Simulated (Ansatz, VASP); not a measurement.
**One calculation of In2O3, two programs**

```
In O
1.0
     2.84013    1.63975    4.79072
    -2.84013    1.63975    4.79072
     0.00000   -3.27950    4.79072
In O
4 6
Cartesian
  0.0000 0.0000 5.1406
  0.0000 0.0000 2.0455
  0.0000 0.0000 9.2315
  0.0000 0.0000 12.3267
  -1.1614 1.6397 8.3838
  -0.8394 -1.8257 8.3838
  2.0008 0.1860 8.3838
  1.1614 -1.6397 5.9884
  0.8394 1.8257 5.9884
  -2.0008 -0.1860 5.9884
```

Change from the starting cell: strain +0.040 along x and y, +0.000 along z, atoms carried along.

Alike in both runs: task single point; functional LDA; k mesh 6 × 6 × 6; occupations gaussian, width 0.05 eV; no spin polarisation.

|  | VASP | Ansatz |
| --- | --- | --- |
| version | VASP 6.6.1 | Ansatz 0.2.0 |
| potentials or method | VASP PAW LDA potentials, release 64 (In_d, O), cutoff 520 eV | scalar-relativistic, plane waves, PAW |
| valence electrons in the cell | 88 | 88 |

|  | VASP | Ansatz | Ansatz less VASP |
| --- | --- | --- | --- |
| gap on the k mesh at the Fermi level (eV) | 0.70 | 0.68 | -0.022 |
| least direct gap on the mesh (eV) | 0.88 | 0.86 | -0.023 |
| pressure (GPa) | -12.2 | -12.7 | -0.52 |
| traceless stress, the component that is largest in VASP (GPa) | 5.33 | 5.42 | +0.095 |
| rms of the force components (eV/Å) | 0.035 | 0.033 | -0.0021 |

LDA's correlation is that of Perdew and Zunger in VASP and of Perdew and Wang (1992) in Ansatz. Atom by atom the forces differ by 0.002 eV/Å (rms over components).
